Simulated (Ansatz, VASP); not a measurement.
SiCl3 in VASP and in Ansatz

INCAR

```
PREC = Accurate
ENCUT = 600
EDIFF = 1E-6
ISMEAR = 0
SIGMA = 0.1
LREAL = False
LASPH = True
NELM = 80
ALGO = Normal
ISIF = 3
LWAVE = False
LCHARG = False
GGA = PE
IBRION = 2
NSW = 90
EDIFFG = -0.04
```

Contents of KPOINTS:

```
Automatic mesh
0
Gamma
  6 6 4
```

POSCAR

```
SiCl3
1.0
    4.3853407529      0.0000000000      0.0000000000
   -2.1926703764      3.7978164962      0.0000000000
    0.0000000000      0.0000000000      6.3358049690
Si Cl
1 3
Direct
    0.0000000000      0.0000000000      0.5000000000
    0.5000000000      0.0000000000      0.4405040743
    0.0000000000      0.5000000000      0.4405040743
    0.5000000000      0.5000000000      0.4405040743
```

Input for Ansatz:

```yaml
crystal:
  lattice:
    - [4.3853407529, 0.0, 0.0]
    - [-2.1926703764, 3.7978164962, 0.0]
    - [0.0, 0.0, 6.335804969]
  atoms:
    - { symbol: Si, position: [0.0, 0.0, 0.5] }
    - { symbol: Cl, position: [0.5, 0.0, 0.4405040743] }
    - { symbol: Cl, position: [0.0, 0.5, 0.4405040743] }
    - { symbol: Cl, position: [0.5, 0.5, 0.4405040743] }
basis:
  ecutwfc: 420
kpoints:
  mp_grid: { grid: [6, 6, 4] }
hamiltonian:
  xc: pbe
scf:
  occupations: { method: gaussian, width: 0.1 }
  lower_state_search: "off"
output:
  forces: true
  stress: true
  eigenvalues: true
relax:
  adjacent_minimum: "off"
  f_tol: 0.04
  max_steps: 70
  cell: { stress_tol: 0.4 }
```

Alike in both runs: task relaxation of cell and atoms; functional PBE; k mesh 6 × 6 × 4; occupations gaussian, width 0.1 eV; no spin polarisation.

|  | VASP | Ansatz |
| --- | --- | --- |
| version | VASP 6.6.1 | Ansatz 0.2.0 |
| potentials or method | VASP PAW PBE potentials, release 64 (Si, Cl), cutoff 600 eV | scalar-relativistic, plane waves, PAW |
| valence electrons in the cell | 25 | 25 |

VASP gave:

| Item | Value |
| --- | --- |
| gap on the k mesh at the Fermi level, each at its own relaxed structure (eV) | none |
| relaxed volume (Å³/atom) | 42.20 |
| relaxed cell length with the largest relative difference (Å) | 6.075 |

Q: Estimate Ansatz's values.

A: gap on the k mesh at the Fermi level, each at its own relaxed structure (eV): none; relaxed volume (Å³/atom): 46.51; relaxed cell length with the largest relative difference (Å): 6.664.

A gap of «none» marks a metal or a gap that the smearing closes. One of these differences is far larger than is usual between the two programs; its cause wasn't traced.

Noted on VASP's run: the volume moved by over 15 % at a fixed basis, so the end points are rough.
